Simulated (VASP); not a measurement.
# BaTiO3 (Cm) in VASP: single point with PBE+U

Aim: the single point of BaTiO3 with PBE+U.

Everything below comes from runs of VASP 6.6.1. Logs are shortened: lines on timing, memory, paths and dates and some standing lists are left out, and cuts for length are marked.

## (1) The cell of the first run

The typed cell holds 10 atoms: a = 5.735 Å, b = 5.720 Å, c = 4.050 Å, α = 90.00°, β = 89.79°, γ = 90.00°.

## (2) Single point, PBE+U, collinear spin, zero start

Input file INCAR:

```
SYSTEM = BaTiO3
PREC = Accurate ; ENCUT = 520
EDIFF = 1E-6 ; ISMEAR = 0
SIGMA = 0.0138 ; LREAL = .FALSE.
LASPH = .TRUE. ; NELM = 150
ALGO = Normal ; ISIF = 2
LWAVE = .FALSE. ; LCHARG = .TRUE.
ISPIN = 2 ; MAGMOM = 0 0 0 0 0 0 0 0 0 0
LORBIT = 11 ; LMAXMIX = 4
LDAU = .TRUE. ; LDAUTYPE = 2
LDAUL = -1 2 -1 ; LDAUU = 0 5.62 0
LDAUJ = 0 0 0 ; LDAUPRINT = 1
GGA = PE ; LELF = .TRUE.
LVHAR = .TRUE. ; NBANDS = 55
```

Input file KPOINTS:

```
Automatic mesh
0
G
  3 3 5
  0 0 0
```

Input file POSCAR:

```
BaTiO3
1.0
   -4.0604756469     -4.0500035687      0.0000000000
   -4.0395585069      4.0500035774     -0.0000033671
   -0.0104602579     -0.0104366477     -4.0499850400
Ba Ti O
2 2 6
Direct
    0.0014602955      1.0000000000      0.0013006143
    0.5014602955      0.5000000000      0.0013006143
    0.5093946618      0.0000000000      0.5090755708
    0.0093946618      0.5000000000      0.5090755708
    0.9913189508      0.5000000000      0.9853752857
    0.4913189508      0.0000000000      0.9853752857
    0.7382630459      0.2469131765      0.4914742646
    0.2382630459      0.7469131765      0.4914742646
    0.7382630459      0.7530868235      0.4914742646
    0.2382630459      0.2530868235      0.4914742646
```

Potentials or basis: VASP PAW PBE potentials, release 64 (Ba_sv, Ti_sv, O).

Started as:

```bash
$ cat potpaw_PBE.64/Ba_sv/POTCAR potpaw_PBE.64/Ti_sv/POTCAR potpaw_PBE.64/O/POTCAR > POTCAR
$ mpirun -np 1 vasp_std > vasp.out
```

OUTCAR:

```text
SYSTEM = BaTiO3
   PREC = Accurate
   ENCUT = 520
   EDIFF = 1E-6
   ISMEAR = 0
   LREAL = .FALSE.
   LASPH = .TRUE.
   NELM = 150
   ISIF = 2
   ISPIN = 2
   LORBIT = 11
   GGA = PE

 ion  position               nearest neighbor table
   1  0.001  0.000  0.001-   6 2.81  10 2.81   8 2.81  10 2.86   8 2.86   5 2.86   5 2.86   9 2.86
                             7 2.86   9 2.93   7 2.93   6 2.93   3 3.46   3 3.49   4 3.49   4 3.49
   2  0.501  0.500  0.001-   5 2.81   9 2.81   7 2.81   9 2.86   7 2.86   6 2.86   6 2.86  10 2.86
                             8 2.86  10 2.93   8 2.93   5 2.93   4 3.46   4 3.49   3 3.49   3 3.49
   3  0.509  0.000  0.509-   7 1.93   9 1.93   6 1.93   6 2.12   8 2.13  10 2.13   1 3.46   1 3.49
                             2 3.49   2 3.49   2 3.52   2 3.52   1 3.52   1 3.57
   4  0.009  0.500  0.509-   8 1.93  10 1.93   5 1.93   5 2.12   7 2.13   9 2.13   2 3.46   2 3.49
                             1 3.49   1 3.49   1 3.52   1 3.52   2 3.52   2 3.57
   5  0.991  0.500  0.985-   4 1.93   4 2.12   2 2.81   1 2.86   1 2.86   2 2.93
   6  0.491  0.000  0.985-   3 1.93   3 2.12   1 2.81   2 2.86   2 2.86   1 2.93
   7  0.738  0.247  0.491-   3 1.93   4 2.13   2 2.81   2 2.86   1 2.86   1 2.93
   8  0.238  0.747  0.491-   4 1.93   3 2.13   1 2.81   1 2.86   2 2.86   2 2.93
   9  0.738  0.753  0.491-   3 1.93   4 2.13   2 2.81   2 2.86   1 2.86   1 2.93
  10  0.238  0.253  0.491-   4 1.93   3 2.13   1 2.81   1 2.86   2 2.86   2 2.93

  LATTYP: Found a simple monoclinic cell.
 ALAT       =     4.0500119956
 B/A-ratio  =     1.4123881561
 C/A-ratio  =     1.4160401596
 COS(beta)  =    -0.0036484714

  Lattice vectors:

 A1 = (  -0.0104602579,  -0.0104366477,  -4.0499850400)
 A2 = (  -4.0395585069,   4.0500035774,  -0.0000033671)
 A3 = (   4.0604756469,   4.0500035687,   0.0000000000)

Analysis of symmetry for initial positions (statically):
=====================================================================
 Subroutine PRICEL returns following result:

  LATTYP: Found a trigonal (rhomboedric) cell.
 ALAT       =     4.0500170769
 COS(alpha) =     0.0025823510
[... 12 lines left out ...]
 Subroutine GETGRP returns: Found  2 space group operations
 (whereof  2 operations were pure point group operations)
 out of a pool of  4 trial point group operations.

The static configuration has the point symmetry C_1h.

Analysis of symmetry for dynamics (positions and initial velocities):
=====================================================================
 Subroutine PRICEL returns following result:

  LATTYP: Found a trigonal (rhomboedric) cell.
 ALAT       =     4.0500170769
 COS(alpha) =     0.0025823510
[... 12 lines left out ...]
 Subroutine GETGRP returns: Found  2 space group operations
 (whereof  2 operations were pure point group operations)
 out of a pool of  4 trial point group operations.

The dynamic configuration has the point symmetry C_1h.

Analysis of structural, dynamic, and magnetic symmetry:
=====================================================================
 Subroutine PRICEL returns following result:

  LATTYP: Found a trigonal (rhomboedric) cell.
 ALAT       =     4.0500170769
 COS(alpha) =     0.0025823510
[... 12 lines left out ...]
 Subroutine GETGRP returns: Found  2 space group operations
 (whereof  2 operations were pure point group operations)
 out of a pool of  4 trial point group operations.

The overall configuration has the point symmetry C_1h.

 Subroutine INISYM returns: Found  2 space group operations
 (whereof  2 operations are pure point group operations),
 and found     2 'primitive' translations

----------------------------------------------------------------------------------------

                                     Primitive cell

  volume of cell :      66.4302

  direct lattice vectors                    reciprocal lattice vectors
    -0.010458570 -4.050003573  0.000001684    -0.000000001 -0.246913362  0.000636286
    -4.050017077  0.000000004 -0.000001684    -0.246912539  0.000637617  0.000636080
    -0.010460258 -0.010436648 -4.049985040     0.000000103 -0.000000103 -0.246914492

  length of vectors
     4.050017077  4.050017077  4.050011996     0.246914182  0.246914182  0.246914492

  position of ions in fractional coordinates (direct lattice)
     0.001460296  0.001460296  0.001300614
     0.509394662  0.509394662  0.509075571
     0.491318951  0.491318951  0.985375286
     0.491349869  0.985176222  0.491474265
     0.985176222  0.491349869  0.491474265

[... 141 lines left out ...]
  o =  0.0997  v = -0.0001 -0.7076  0.0000  0.7058  0.0348  0.0000  0.0000  0.0000  0.0000  0.0000      0.0000  0.0000  0.0000  0.0000  0.0000  0.0000  0.0000  0.0000  0.0000  0.0000
  o =  0.0997  v =  0.0000  0.0000  0.0000  0.0000  0.0000 -0.0001 -0.7076  0.0000  0.7058  0.0348      0.0000  0.0000  0.0000  0.0000  0.0000  0.0000  0.0000  0.0000  0.0000  0.0000
  o =  0.2319  v =  0.0000  0.0000  0.0000  0.0000  0.0000  0.0275 -0.0114  0.9995 -0.0114  0.0001      0.0000  0.0000  0.0000  0.0000  0.0000  0.0000  0.0000  0.0000  0.0000  0.0000
  o =  0.2319  v =  0.0275 -0.0114  0.9995 -0.0114  0.0001  0.0000  0.0000  0.0000  0.0000  0.0000      0.0000  0.0000  0.0000  0.0000  0.0000  0.0000  0.0000  0.0000  0.0000  0.0000
  o =  0.2325  v = -0.0026  0.0246 -0.0000 -0.0246  0.9994  0.0000  0.0000  0.0000  0.0000  0.0000      0.0000  0.0000  0.0000  0.0000  0.0000  0.0000  0.0000  0.0000  0.0000  0.0000
  o =  0.2325  v =  0.0000  0.0000  0.0000  0.0000  0.0000 -0.0026  0.0246 -0.0000 -0.0246  0.9994      0.0000  0.0000  0.0000  0.0000  0.0000  0.0000  0.0000  0.0000  0.0000  0.0000

atom =   4  type =  2  l = 2

 onsite density matrix

spin component  1

  0.0993 -0.0005  0.0036 -0.0004 -0.0003
 -0.0005  0.0994 -0.0015 -0.0005  0.0033
  0.0036 -0.0015  0.2318 -0.0015  0.0000
 -0.0004 -0.0005 -0.0015  0.0994 -0.0033
 -0.0003  0.0033  0.0000 -0.0033  0.2323

spin component  2

  0.0993 -0.0005  0.0036 -0.0004 -0.0003
 -0.0005  0.0994 -0.0015 -0.0005  0.0033
  0.0036 -0.0015  0.2318 -0.0015  0.0000
 -0.0004 -0.0005 -0.0015  0.0994 -0.0033
 -0.0003  0.0033  0.0000 -0.0033  0.2323

 occupancies and eigenvectors

  o =  0.0984  v =  0.0000  0.0000  0.0000  0.0000  0.0000 -0.6050 -0.5623  0.0038 -0.5637 -0.0016      0.0000  0.0000  0.0000  0.0000  0.0000  0.0000  0.0000  0.0000  0.0000  0.0000
  o =  0.0984  v = -0.6054 -0.5621  0.0038 -0.5635 -0.0016  0.0000  0.0000  0.0000  0.0000  0.0000      0.0000  0.0000  0.0000  0.0000  0.0000  0.0000  0.0000  0.0000  0.0000  0.0000
  o =  0.0996  v =  0.7954 -0.4274 -0.0317 -0.4285  0.0021  0.0000  0.0000  0.0000  0.0000  0.0000      0.0000  0.0000  0.0000  0.0000  0.0000  0.0000  0.0000  0.0000  0.0000  0.0000
  o =  0.0996  v =  0.0000  0.0000  0.0000  0.0000  0.0000  0.7957 -0.4271 -0.0317 -0.4282  0.0021      0.0000  0.0000  0.0000  0.0000  0.0000  0.0000  0.0000  0.0000  0.0000  0.0000
  o =  0.0997  v = -0.0001 -0.7076  0.0000  0.7058  0.0348  0.0000  0.0000  0.0000  0.0000  0.0000      0.0000  0.0000  0.0000  0.0000  0.0000  0.0000  0.0000  0.0000  0.0000  0.0000
  o =  0.0997  v =  0.0000  0.0000  0.0000  0.0000  0.0000 -0.0001 -0.7076  0.0000  0.7058  0.0348      0.0000  0.0000  0.0000  0.0000  0.0000  0.0000  0.0000  0.0000  0.0000  0.0000
  o =  0.2319  v =  0.0000  0.0000  0.0000  0.0000  0.0000  0.0275 -0.0114  0.9995 -0.0114  0.0001      0.0000  0.0000  0.0000  0.0000  0.0000  0.0000  0.0000  0.0000  0.0000  0.0000
  o =  0.2319  v =  0.0275 -0.0114  0.9995 -0.0114  0.0001  0.0000  0.0000  0.0000  0.0000  0.0000      0.0000  0.0000  0.0000  0.0000  0.0000  0.0000  0.0000  0.0000  0.0000  0.0000
  o =  0.2325  v = -0.0026  0.0246 -0.0000 -0.0246  0.9994  0.0000  0.0000  0.0000  0.0000  0.0000      0.0000  0.0000  0.0000  0.0000  0.0000  0.0000  0.0000  0.0000  0.0000  0.0000
  o =  0.2325  v =  0.0000  0.0000  0.0000  0.0000  0.0000 -0.0026  0.0246 -0.0000 -0.0246  0.9994      0.0000  0.0000  0.0000  0.0000  0.0000  0.0000  0.0000  0.0000  0.0000  0.0000

 number of electron      80.0000009 magnetization      -0.0000000

 Free energy of the ion-electron system (eV)
  ---------------------------------------------------
  ext. energy  EPLUGINS =         0.00000000
  ---------------------------------------------------
  free energy    TOTEN  =       -72.58929739 eV

  energy without entropy =      -72.58929739  energy(sigma->0) =      -72.58929739

 E-fermi :   3.8337     XC(G=0): -11.0758

 val. band max:        3.7124759968   @ k =  -0.0000  -0.0000   0.4000
 cond. band min:       6.3740032075   @ k =   0.0000   0.0000   0.0000
 fundamental gap:      2.6615272108
 Fermi energy:         3.8337150992

 spin component 1

 k-point     1 :       0.0000    0.0000    0.0000
  band No.  band energies     occupation
      1     -54.4232      1.00000
      2     -54.4218      1.00000
      3     -30.6041      1.00000
      4     -30.5981      1.00000
      5     -30.5730      1.00000
      6     -30.5648      1.00000
[... 869 lines left out ...]
     51      11.2236      0.00000
     52      11.2509      0.00000
 Fermi energy:         3.8337150992

 spin component 2

 k-point     1 :       0.0000    0.0000    0.0000
  band No.  band energies     occupation
      1     -54.4232      1.00000
      2     -54.4218      1.00000
      3     -30.6042      1.00000
      4     -30.5981      1.00000
      5     -30.5730      1.00000
      6     -30.5649      1.00000
[... 869 lines left out ...]
     51      11.2236      0.00000
     52      11.2509      0.00000
 [bands above 52 left out]

------------------------ aborting loop because EDIFF is reached ----------------------------------------

  FORCE on cell =-STRESS in cart. coord.  units (eV):
  Direction    XX          YY          ZZ          XY          YZ          ZX
  --------------------------------------------------------------------------------------
  -------------------------------------------------------------------------------------
  Total        3.2221827      3.2230239      3.1266600     -0.1629292     -0.1659952     -0.1664240
  in kB       38.8566245     38.8667687     37.7047071     -1.9647796     -2.0017531     -2.0069233
  external PRESSURE =      38.4760334 kB  Pullay stress =       0.0000000 kB

 VOLUME and BASIS-vectors are now :
 -----------------------------------------------------------------------------
  energy-cutoff  :      520.00
  volume of cell :      132.86
      direct lattice vectors                 reciprocal lattice vectors
    -4.060475647 -4.050003569  0.000000000    -0.123456270 -0.123137872  0.000636183
    -4.039558507  4.050003577 -0.000003367    -0.123456269  0.123775490 -0.000000103
    -0.010460258 -0.010436648 -4.049985040     0.000000103 -0.000000103 -0.246914492

 POSITION                                       TOTAL-FORCE (eV/Angst)
 -----------------------------------------------------------------------------------
     -0.00594     -0.00593     -0.00527         0.019505      0.019454      0.018335
     -4.05596     -0.00593     -0.00527         0.019505      0.019454      0.018335
     -2.07371     -2.06836     -2.06175         0.384654      0.383662      0.375583
     -2.06325      1.98164     -2.06175         0.384654      0.383662      0.375583
     -6.05531     -2.00013     -3.99076        -0.003285     -0.003277     -0.390630
     -2.00530     -2.00013     -3.99076        -0.003285     -0.003277     -0.390630
     -4.00026     -1.99510     -1.99046        -0.398310     -0.001535     -0.001644
     -3.98980      2.05491     -1.99047        -0.398310     -0.001535     -0.001644
     -6.04498      0.05491     -1.99047        -0.002563     -0.398305     -0.001644
     -1.99496      0.05491     -1.99046        -0.002563     -0.398305     -0.001644
 -----------------------------------------------------------------------------------
    total drift:                                0.000170      0.000169     -0.000646

  FREE ENERGIE OF THE ION-ELECTRON SYSTEM (eV)
  ---------------------------------------------------
  free  energy   TOTEN  =       -72.5892973898 eV

  energy  without entropy=      -72.5892973898  energy(sigma->0) =      -72.58929739

 total charge

# of ion       s       p       d       tot
------------------------------------------
    1        2.007   5.648   0.315   7.969
    2        2.007   5.648   0.315   7.969
    3        2.222   6.275   1.500   9.997
    4        2.222   6.275   1.500   9.997
    5        1.561   3.480   0.000   5.042
    6        1.561   3.480   0.000   5.042
    7        1.561   3.480   0.000   5.042
    8        1.561   3.480   0.000   5.042
    9        1.561   3.480   0.000   5.042
   10        1.561   3.480   0.000   5.042
--------------------------------------------------
tot         17.824  44.728   3.630  66.182

 magnetization (x)

# of ion       s       p       d       tot
------------------------------------------
    1       -0.000   0.000  -0.000  -0.000
    2       -0.000   0.000  -0.000  -0.000
    3       -0.000  -0.000  -0.000  -0.000
    4       -0.000  -0.000  -0.000  -0.000
    5       -0.000  -0.000   0.000  -0.000
    6       -0.000  -0.000   0.000  -0.000
    7       -0.000  -0.000   0.000  -0.000
    8       -0.000  -0.000   0.000  -0.000
    9       -0.000  -0.000   0.000  -0.000
   10       -0.000  -0.000   0.000  -0.000
--------------------------------------------------
tot         -0.000  -0.000  -0.000  -0.000
```

Run time: 7.7 min. Hardware: 1 thread of Intel Xeon 8259CL, shared host; peak memory 0.41 GiB.

What came out:

| Property | Result |
| --- | --- |
| Free energy | -72.5893 eV |
| Pressure | 3.8 GPa |
| Largest force | 0.660 eV/Å |
| Band gap on the k mesh | 2.66 eV |
| Net moment | 0.00 μB per cell |
| Valence electrons inside the program's atomic spheres | Ba 7.97; Ti 10.00; O 5.04 |

Forces on the atoms (eV/Å):
```
Ba   0.020  0.019  0.018
Ba   0.020  0.019  0.018
Ti   0.385  0.384  0.376
Ti   0.385  0.384  0.376
O   -0.003 -0.003 -0.391
O   -0.003 -0.003 -0.391
O   -0.398 -0.002 -0.002
O   -0.398 -0.002 -0.002
O   -0.003 -0.398 -0.002
O   -0.003 -0.398 -0.002
```

Eigenvalues of the final occupation matrices:
```csv
site,spin,trace,eigenvalues
site 3 d,1,0.76,0.10 0.10 0.10 0.23 0.23
site 3 d,2,0.76,0.10 0.10 0.10 0.23 0.23
site 4 d,1,0.76,0.10 0.10 0.10 0.23 0.23
site 4 d,2,0.76,0.10 0.10 0.10 0.23 0.23
```

Caveat: the cell stands under pressure; spin-orbit coupling is left out, which moves the levels of the heavy elements; an odd mesh through Γ misses points on the zone boundary, where band edges can lie.
